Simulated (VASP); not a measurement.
Here is a VASP 6.6.1 calculation.

File INCAR:

```
SYSTEM = Ta
PREC = Accurate ; ENCUT = 520
EDIFF = 1E-6 ; ISMEAR = -1
SIGMA = 0.1 ; LREAL = .FALSE.
LASPH = .TRUE. ; NELM = 100
ALGO = Normal ; ISIF = 2
LWAVE = .FALSE. ; LCHARG = .FALSE.
GGA = PS ; NBANDS = 24
```

Contents of KPOINTS:

```
Automatic mesh
0
G
  9 9 13
  0 0 0
```

Contents of POSCAR:

```
Ta
1.0
    4.9913709979      0.0000000000      0.0000000000
   -2.4956854989      4.3226540839      0.0000000000
    0.0000000000      0.0000000000      2.8027921254
Ta
3
Direct
    0.0000000000      1.0000000000      0.0000000000
    0.3333333333      0.6666666667      0.5000000000
    0.6666666667      0.3333333333      0.5000000000
```

Potentials or basis: VASP PAW PBE potentials, release 64 (Ta_pv).

The run is started by

```console
$ cat potpaw_PBE.64/Ta_pv/POTCAR > POTCAR
$ mpirun -np 1 vasp_std > vasp.out
```

Task: Estimate the pressure.

Result: -18.0 GPa.

Stress tensor (GPa, compression positive):
```
-17.28   0.00   0.00
  0.00 -17.28   0.00
  0.00   0.00 -19.35
```

Caveat: the PAW data sets were made with another functional, which shifts forces and pressure a little.
